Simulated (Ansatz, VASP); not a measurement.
**MgO: VASP beside Ansatz**

Contents of INCAR:

```
PREC = Accurate
ENCUT = 520
EDIFF = 1E-6
ISMEAR = 0
SIGMA = 0.05
LREAL = False
LASPH = True
NELM = 100
ALGO = Normal
ISIF = 2
LWAVE = False
LCHARG = False
GGA = PE
NBANDS = 26
```

The input KPOINTS:

```
Automatic mesh
0
Gamma
  9 9 2
```

The input POSCAR:

```
MgO
1.0
    3.2803754002      0.0000000000      0.0000000000
   -1.6401877001      2.8408884305      0.0000000000
    0.0000000000      0.0000000000     10.5147056238
Mg O
4 4
Direct
    0.3333333333      0.6666666667      0.9694791811
    0.0000000000      0.0000000000      0.2208070585
    0.0000000000      0.0000000000      0.7208070585
    0.6666666667      0.3333333333      0.4694791811
    0.3333333333      0.6666666667      0.7800540723
   -0.0670654950      0.0000000000      0.5924271004
    0.0000000000      0.0000000000      0.0296578681
    0.6666666667      0.3333333333      0.2800540723
```

Input for Ansatz:

```yaml
crystal:
  lattice:
    - [3.2803754002, 0.0, 0.0]
    - [-1.6401877001, 2.8408884305, 0.0]
    - [0.0, 0.0, 10.5147056238]
  atoms:
    - { symbol: Mg, position: [0.3333333333, 0.6666666667, 0.9694791811] }
    - { symbol: Mg, position: [0.0, 0.0, 0.2208070585] }
    - { symbol: Mg, position: [0.0, 0.0, 0.7208070585] }
    - { symbol: Mg, position: [0.6666666667, 0.3333333333, 0.4694791811] }
    - { symbol: O, position: [0.3333333333, 0.6666666667, 0.7800540723] }
    - { symbol: O, position: [-0.067065495, 0.0, 0.5924271004] }
    - { symbol: O, position: [0.0, 0.0, 0.0296578681] }
    - { symbol: O, position: [0.6666666667, 0.3333333333, 0.2800540723] }
basis:
  ecutwfc: 420
kpoints:
  mp_grid: { grid: [9, 9, 2] }
hamiltonian:
  xc: pbe
  pseudopotentials: { kind: paw, azcp: { folder: soft_1 } }
scf:
  occupations: { method: gaussian, width: 0.05 }
output:
  forces: true
  stress: true
  eigenvalues: true
```

Alike in both runs: task single point; functional PBE; k mesh 9 × 9 × 2; occupations gaussian, width 0.05 eV; no spin polarisation.

|  | VASP | Ansatz |
| --- | --- | --- |
| version | VASP 6.6.1 | Ansatz 0.2.0 |
| potentials or method | VASP PAW PBE potentials, release 64 (Mg, O), cutoff 520 eV | scalar-relativistic, plane waves, PAW |
| valence electrons in the cell | 32 | 64 |

|  | VASP | Ansatz | Ansatz less VASP |
| --- | --- | --- | --- |
| gap on the k mesh at the Fermi level (eV) | 0.69 | 0.79 | +0.100 |
| least direct gap on the mesh (eV) | 0.69 | 0.79 | +0.100 |
| pressure (GPa) | 19.4 | 17.9 | -1.53 |
| traceless stress, the component that is largest in VASP (GPa) | 37.97 | 34.42 | -3.549 |
| rms of the force components (eV/Å) | 9.084 | 8.349 | -0.7352 |

Atom by atom the forces differ by 0.740 eV/Å (rms over components). The functional is the same, so the differences come from potentials, cutoffs and numerics. VASP's potentials hold 32 valence electrons a cell and Ansatz's 64, so a difference there can come from the potentials and not from the codes.
